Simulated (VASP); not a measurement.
# GaSb (F-43m) in VASP: further runs

Runs on GaSb. Level: LDA. Tasks: relaxation of cell and atoms.

Program: VASP 6.6.1. These are calculated values, not measurements. Logs are shortened: lines on timing, memory, paths and dates and some standing lists are left out, and cuts for length are marked.

**1. The cell of the first run**

It takes space group F-43m (No. 216, cubic). The conventional cell has a = 6.050 Å, b = 6.050 Å, c = 6.050 Å, α = 90.00°, β = 90.00°, γ = 90.00°. Within 3.5 Å of Ga (site symmetry -43m) lie 4 Sb at 2.62 Å. Sb (site symmetry -43m) has 4 Ga at 2.62 Å within 3.5 Å.

**2. Relaxation of cell and atoms, LDA**

Contents of INCAR:

```
ALGO     = Normal         # electronic algorithm
EDIFF    = 1E-7           # SCF threshold, eV
EDIFFG   = -0.001         # ionic threshold
ENCUT    = 600            # plane-wave cutoff, eV
GGA      = CA             # functional
IBRION   = 2              # ionic algorithm
ISIF     = 3              # what is computed and relaxed
ISMEAR   = -1             # smearing method
LASPH    = True           # aspherical terms in the spheres
LCHARG   = False          # write CHGCAR
LREAL    = False          # projectors in reciprocal space
LWAVE    = False          # write WAVECAR
NELM     = 80             # most SCF steps
NSW      = 80             # ionic steps
PREC     = Accurate       # precision mode
SIGMA    = 0.15           # smearing width, eV
```

Contents of KPOINTS:

```
k-points
0
Gamma
  12 12 12
```

Contents of POSCAR:

```
GaSb
1.0
    0.0000000000      3.0250672298      3.0250672298
    3.0250672298      0.0000000000      3.0250672298
    3.0250672298      3.0250672298      0.0000000000
Ga Sb
1 1
Direct
    0.0000000000      0.0000000000      0.0000000000
    0.7500000000      0.7500000000      0.7500000000
```

Potentials or basis: VASP PAW LDA potentials, release 64 (Ga_d, Sb).

Launch:

```bash
> cat potpaw_LDA.64/Ga_d/POTCAR potpaw_LDA.64/Sb/POTCAR > POTCAR
> mpirun -np 1 vasp_std > vasp.out
```

OUTCAR:

```text
EDIFF = 1E-7
   EDIFFG = -0.001
   ENCUT = 600
   GGA = CA
   IBRION = 2
   ISIF = 3
   ISMEAR = -1
   LASPH = True
   LREAL = False
   NELM = 80
   NSW = 80
   PREC = Accurate

 ion  position               nearest neighbor table
   1  0.000  0.000  0.000-   2 2.62   2 2.62   2 2.62   2 2.62
   2  0.750  0.750  0.750-   1 2.62   1 2.62   1 2.62   1 2.62

  LATTYP: Found a face centered cubic cell.
 ALAT       =     6.0501344596

  Lattice vectors:

 A1 = (   0.0000000000,   3.0250672298,   3.0250672298)
 A2 = (   3.0250672298,   0.0000000000,   3.0250672298)
 A3 = (   3.0250672298,   3.0250672298,   0.0000000000)

Analysis of symmetry for initial positions (statically):
=====================================================================
 Subroutine PRICEL returns:
 Original cell was already a primitive cell.

 Routine SETGRP: Setting up the symmetry group for a
 face centered cubic supercell.

 Subroutine GETGRP returns: Found 24 space group operations
 (whereof 24 operations were pure point group operations)
 out of a pool of 48 trial point group operations.

The static configuration has the point symmetry T_d .

Analysis of symmetry for dynamics (positions and initial velocities):
=====================================================================
 Subroutine PRICEL returns:
 Original cell was already a primitive cell.

 Routine SETGRP: Setting up the symmetry group for a
 face centered cubic supercell.

 Subroutine GETGRP returns: Found 24 space group operations
 (whereof 24 operations were pure point group operations)
 out of a pool of 48 trial point group operations.

The dynamic configuration has the point symmetry T_d .

 Subroutine INISYM returns: Found 24 space group operations
 (whereof 24 operations are pure point group operations),
 and found     1 'primitive' translations

----------------------------------------------------------------------------------------

                                     Primitive cell

  volume of cell :      55.3650

  direct lattice vectors                    reciprocal lattice vectors
     0.000000000  3.025067230  3.025067230    -0.165285583  0.165285583  0.165285583
     3.025067230  0.000000000  3.025067230     0.165285583 -0.165285583  0.165285583
     3.025067230  3.025067230  0.000000000     0.165285583  0.165285583 -0.165285583

  length of vectors
     4.278091103  4.278091103  4.278091103     0.286283027  0.286283027  0.286283027

  position of ions in fractional coordinates (direct lattice)
     0.000000000  0.000000000  0.000000000
     0.750000000  0.750000000  0.750000000

  ion indices of the primitive-cell ions
   primitive index   ion index
                 1           1
                 2           2

----------------------------------------------------------------------------------------

 KPOINTS: k-points

Automatic generation of k-mesh.
 Grid dimensions read from file:
 generate k-points for:   12   12   12

 Generating k-lattice:

  Cartesian coordinates                     Fractional coordinates (reciprocal lattice)
    -0.013773799  0.013773799  0.013773799     0.083333333  0.000000000  0.000000000
     0.013773799 -0.013773799  0.013773799     0.000000000  0.083333333  0.000000000
     0.013773799  0.013773799 -0.013773799     0.000000000  0.000000000  0.083333333

  Length of vectors
     0.023856919  0.023856919  0.023856919

  Shift w.r.t. Gamma in fractional coordinates (k-lattice)
     0.000000000  0.000000000  0.000000000

 Subroutine IBZKPT returns following result:
 ===========================================

 Found     72 irreducible k-points:

 Following reciprocal coordinates:
            Coordinates               Weight
  0.000000  0.000000  0.000000      1.000000
  0.083333  0.000000  0.000000      8.000000
  0.166667  0.000000  0.000000      8.000000
  0.250000  0.000000  0.000000      8.000000
  0.333333  0.000000  0.000000      8.000000
  0.416667  0.000000  0.000000      8.000000
[... 16 lines left out ...]
  0.500000  0.166667  0.000000     24.000000
 -0.416667  0.166667  0.000000     24.000000
 [... further k-points ...]
   k-points           NKPTS =     72   k-points in BZ     NKDIM =     72   number of bands    NBANDS=     13
   number of dos      NEDOS =    301   number of ions     NIONS =      2
   total plane-waves  NPLWV =  46656
   dimension x,y,z NGX =    36 NGY =   36 NGZ =   36
   dimension x,y,z NGXF=    72 NGYF=   72 NGZF=   72
   ions per type =               1   1
   NGX,Y,Z   is equivalent  to a cutoff of  13.99, 13.99, 13.99 a.u.
   NGXF,Y,Z  is equivalent  to a cutoff of  27.98, 27.98, 27.98 a.u.
 SYSTEM =  unknown system
   PREC   = accura    normal or accurate (medium, high low for compatibility)
   ISTART =      0    job   : 0-new  1-cont  2-samecut
   ICHARG =      2    charge: 1-file 2-atom 10-const
   ISPIN  =      1    spin polarized calculation?
   LNONCOLLINEAR =      F non collinear calculations
   LSORBIT =      F    spin-orbit coupling
   LASPH  =      T    aspherical Exc in radial PAW
   ENCUT  =  600.0 eV  44.10 Ry    6.64 a.u.   8.54  8.54  8.54*2*pi/ulx,y,z
   NELM   =     80;   NELMIN=  2; NELMDL= -5     # of ELM steps
   EDIFF  = 0.1E-06   stopping-criterion for ELM
   LREAL  =      F    real-space projection
   EDIFFG = -.1E-02   stopping-criterion for IOM
   NSW    =     80    number of steps for IOM
   IBRION =      2    ionic relax: 0-MD 1-quasi-New 2-CG
   NFREE  =      1    steps in history (QN), initial steepest desc. (CG)
   ISIF   =      3    stress and relaxation
   ISYM   =      2    0-nonsym 1-usesym 2-fastsym
   POTIM  = 0.5000    time-step for ionic-motion
   TEBEG  =    0.0;   TEEND  =   0.0 temperature during run
   PSTRESS=    0.0 pullay stress
   NELECT =      18.0000    total number of electrons
   NUPDOWN=      -1.0000    fix difference up-down
   EMIN   =  10.00;   EMAX   =-10.00  energy-range for DOS
   EFERMI =   0.00;   METHOD = LEGACY
   ISMEAR =    -1;   SIGMA  =   0.15  broadening in eV -4-tet -1-fermi 0-gaus
   EFERMI_NEDOS =   21; number of points for ismear=-14 and -15
   IALGO  =     38    algorithm
   IMIX   =      4    mixing-type and parameters
     AMIX     =   0.40;   BMIX     =  1.00
     AMIX_MAG =   1.60;   BMIX_MAG =  1.00
  volume/ion in A,a.u.               =      27.68       186.81
  Fermi-wavevector in a.u.,A,eV,Ry     =   1.125695  2.127255 17.241148  1.267189
  Thomas-Fermi vector in A             =   2.262373
   LORBIT       =      0    0 simple, 1 ext, 2 COOP (PROOUT), +10 PAW based schemes
   GGA     = CA    functional components
   LHFCALC =     F    Hartree Fock is set to
   AEXX    =    0.0000 exact exchange contribution
   IVDW    =     0    specifies the selected vdW correction
   LEPSILON=     F    determine dielectric tensor
   LRPA    =     F    only Hartree local field effects (RPA)
 conjugate gradient relaxation of ions
 non-spin polarized calculation
  energy-cutoff  :      600.00
  volume of cell :       55.36
 maximum number of plane-waves:      1873
 NGX is ok and might be reduce to    36
   NGX = 17   NGY = 17   NGZ = 17

--------------------------------------- Ionic step        1  -------------------------------------------

 number of electron      18.0000004 magnetization

 Free energy of the ion-electron system (eV)
  ---------------------------------------------------
  ext. energy  EPLUGINS =         0.00000000
  ---------------------------------------------------
  free energy    TOTEN  =        -8.67562255 eV

  energy without entropy =       -8.66929548  energy(sigma->0) =       -8.67245901

------------------------ aborting loop because EDIFF is reached ----------------------------------------

  FORCE on cell =-STRESS in cart. coord.  units (eV):
  Direction    XX          YY          ZZ          XY          YZ          ZX
  --------------------------------------------------------------------------------------
  -------------------------------------------------------------------------------------
  Total        0.0606251      0.0606251      0.0606251     -0.0000000     -0.0000000     -0.0000000
  in kB        1.7543984      1.7543984      1.7543984     -0.0000000     -0.0000000     -0.0000000
  external PRESSURE =       1.7543984 kB  Pullay stress =       0.0000000 kB
[... 165 lines left out ...]
  energy  without entropy=       -8.6693272026  energy(sigma->0) =       -8.67253288

--------------------------------------- Ionic step        6  -------------------------------------------

 number of electron      18.0000005 magnetization

 Free energy of the ion-electron system (eV)
  ---------------------------------------------------
  ext. energy  EPLUGINS =         0.00000000
  ---------------------------------------------------
  free energy    TOTEN  =        -8.67573858 eV

  energy without entropy =       -8.66932667  energy(sigma->0) =       -8.67253263

 E-fermi :   5.1837     XC(G=0):  -9.5271

 val. band max:        5.0814511854   @ k =   0.0000   0.0000   0.0000
 cond. band min:       5.3529839134   @ k =   0.5000   0.0000   0.0000
 fundamental gap:      0.2715327279
 Fermi energy:         5.1836675700

 k-point     1 :       0.0000    0.0000    0.0000
  band No.  band energies     occupation
      1     -10.2126      2.00000
      2     -10.2126      2.00000
      3     -10.2126      2.00000
      4     -10.1585      2.00000
      5     -10.1585      2.00000
      6      -6.7381      2.00000
      7       4.9903      1.56795
      8       4.9903      1.56795
      9       4.9903      1.56795
     10       5.0815      1.32812
     11       7.7331      0.00000
     12       7.7331      0.00000
     13       7.7331      0.00000
[... 353 lines left out ...]
 k-point    24 :      -0.4167    0.1667    0.0000
  band No.  band energies     occupation
      1     -10.2466      2.00000
      2     -10.1983      2.00000
      3     -10.1972      2.00000
      4     -10.1604      2.00000
      5     -10.1588      2.00000
      6      -4.8402      2.00000
      7      -1.4713      2.00000
      8       2.1290      2.00000
      9       3.4593      1.99998
     10       6.6554      0.00011
     11       8.7159      0.00000
     12       9.5383      0.00000
     13      11.8933      0.00000

 [... further k-points ...]

------------------------ aborting loop because EDIFF is reached ----------------------------------------

  FORCE on cell =-STRESS in cart. coord.  units (eV):
  Direction    XX          YY          ZZ          XY          YZ          ZX
  --------------------------------------------------------------------------------------
  -------------------------------------------------------------------------------------
  Total        0.0006352      0.0006352      0.0006352     -0.0000000      0.0000000     -0.0000000
  in kB        0.0183178      0.0183178      0.0183178     -0.0000000      0.0000000     -0.0000000
  external PRESSURE =       0.0183178 kB  Pullay stress =       0.0000000 kB
[... 17 lines left out ...]
  FREE ENERGIE OF THE ION-ELECTRON SYSTEM (eV)
  ---------------------------------------------------
  free  energy   TOTEN  =        -8.6757385785 eV

  energy  without entropy=       -8.6693266742  energy(sigma->0) =       -8.67253263

 reached required accuracy - stopping structural energy minimisation
```

Run time: 70 s. Hardware: 1 thread of Intel Xeon 6975P-C (Granite Rapids), shared host; peak memory 0.21 GiB.

What came out:

```yaml
Free_energy: -8.6757 eV
Relaxed_volume: 27.78 Å³/atom
Relaxed_cell: a = 4.283 Å, b = 4.283 Å, c = 4.283 Å, α = 60.00°, β = 60.00°, γ = 60.00°
Space_group_after_relaxing_to_0.05_Å: F-43m (No. 216)
Energy_gained_by_relaxing: 0.1 meV/atom
Ionic_steps: 6
Pressure_after_relaxing: 0.0 GPa
```

The path:
```tsv
step	energy change (eV)	largest force (eV/Å)	pressure (GPa)	volume (Å³)
1	0.0000	0.0000	0.18	55.36
2	-0.0001	0.0000	-0.05	55.61
3	-0.0001	0.0000	-0.01	55.56
4	-0.0001	0.0000	0.01	55.56
5	-0.0001	0.0000	0.01	55.56
6	-0.0001	0.0000	0.00	55.56
```

Final structure:
```xyz
2
Lattice="0.0000 3.0286 3.0286 3.0286 0.0000 3.0286 3.0286 3.0286 0.0000" Properties=species:S:1:pos:R:3 pbc="T T T"
Ga    0.0000    3.0286    3.0286
Sb    4.5429    4.5429    4.5429
```

Caveat: spin-orbit coupling is left out, which moves the levels of the heavy elements.

**3. Relaxation of cell and atoms, LDA**

This run uses another cell than the first one, of 28.62 Å³/atom, 1.034 times its volume.

Contents of INCAR:

```
SYSTEM = GaSb
  ALGO = Normal
  EDIFF = 1E-6
  EDIFFG = -0.005
  ENCUT = 600
  IBRION = 2
  ISIF = 3
  ISMEAR = 0
  LASPH = .True.
  LCHARG = .False.
  LREAL = .False.
  LWAVE = .False.
  NELM = 80
  NSW = 100
  PREC = Accurate
  SIGMA = 0.1
```

Contents of KPOINTS:

```
k-points
0
Gamma
  12 12 12
  0 0 0
```

Contents of POSCAR:

```
GaSb
1.0
    0.0000000000      3.0590000000      3.0590000000
    3.0590000000      0.0000000000      3.0590000000
    3.0590000000      3.0590000000      0.0000000000
Ga Sb
1 1
Direct
    0.0000000000      0.0000000000      0.0000000000
    0.7500000000      0.7500000000      0.7500000000
```

Potentials or basis: VASP PAW LDA potentials, release 64 (Ga_d, Sb).

Launch:

```bash
> cat potpaw_LDA.64/Ga_d/POTCAR potpaw_LDA.64/Sb/POTCAR > POTCAR
> mpirun -np 1 vasp_std > vasp.out
```

Run time: 52 s. Hardware: 1 thread of Intel Xeon 6975P-C (Granite Rapids), shared host; peak memory 0.22 GiB.

It converged, with:

```yaml
Free_energy: -8.6741 eV
Relaxed_volume: 27.76 Å³/atom
Relaxed_cell: a = 4.282 Å, b = 4.282 Å, c = 4.282 Å, α = 60.00°, β = 60.00°, γ = 60.00°
Space_group_after_relaxing_to_0.05_Å: F-43m (No. 216)
Energy_gained_by_relaxing: 4.4 meV/atom
Ionic_steps: 3
Pressure_after_relaxing: 0.0 GPa
```

Step by step:
| step | energy change (eV) | largest force (eV/Å) | pressure (GPa) | volume (Å³) |
| --- | --- | --- | --- | --- |
| 1 | 0.0000 | 0.0000 | -1.60 | 57.25 |
| 2 | -0.0076 | 0.0000 | 0.60 | 54.92 |
| 3 | -0.0088 | 0.0000 | 0.00 | 55.52 |

Final structure:
```
Ga Sb
1.0
     0.00000    3.02791    3.02791
     3.02791    0.00000    3.02791
     3.02791    3.02791    0.00000
Ga Sb
1 1
Direct
  0.00000 0.00000 0.00000
  0.75000 0.75000 0.75000
```

Levels at points of the mesh, in eV from the Fermi level:
| k point | band 6 | band 7 | band 8 | band 9 | band 10 | band 11 | band 12 | band 13 |
| --- | --- | --- | --- | --- | --- | --- | --- | --- |
| (0.00, 0.00, 0.00) | -11.81 | -0.08 | -0.08 | -0.08 | 0.01 | 2.66 | 2.66 | 2.66 |
| (0.50, 0.00, 0.00) | -10.11 | -6.64 | -1.28 | -1.28 | 0.28 | 3.63 | 3.63 | 6.21 |
| (0.50, 0.50, 0.00) | -9.24 | -7.07 | -2.77 | -2.77 | 0.72 | 1.03 | 8.69 | 8.69 |

Caveat: spin-orbit coupling is left out, which moves the levels of the heavy elements.
